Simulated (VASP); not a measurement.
A run of VASP 6.6.1 is set up as follows.

The input INCAR:

```
PREC = Accurate ; ENCUT = 600
EDIFF = 1E-6 ; ISMEAR = -1
SIGMA = 0.05 ; LREAL = False
LASPH = True ; NELM = 120
ALGO = Normal ; ISIF = 2
LWAVE = False ; LCHARG = False
GGA = PS ; NBANDS = 35
GGA_COMPAT = False
```

The input KPOINTS:

```
regular mesh
0
Gamma
  6 6 9
```

POSCAR

```
ZnF2
1.0
    4.7667123631      0.0000000000      0.0000000000
    0.0000000000      4.7667123631      0.0000000000
    0.0000000000      0.0000000000      3.1750389397
Zn F
2 4
Direct
    0.5000000000      0.5000000000      0.5000000000
    0.0000000000      0.0000000000      0.0000000000
    0.8024000000      0.1976000000      0.5000000000
    0.6976000000      0.6976000000      0.0000000000
    0.1976000000      0.8024000000      0.5000000000
    0.3024000000      0.3024000000      0.0000000000
```

Potentials or basis: VASP PAW PBE potentials, release 64 (Zn, F).

Launch:

```bash
$ cat potpaw_PBE.64/Zn/POTCAR potpaw_PBE.64/F/POTCAR > POTCAR
$ mpirun -np 1 vasp_std > vasp.out
```

(1) Estimate the band gap on the k mesh.

(2) What does it give for the pressure?

(3) Predict the largest force.

## Answers

(1) 3.26 eV.

(2) -3.6 GPa.

(3) 0.111 eV/Å.

Caveat: the cell stands under tension; the PAW data sets were made with another functional, which shifts forces and pressure a little; an odd mesh through Γ misses points on the zone boundary, where band edges can lie.
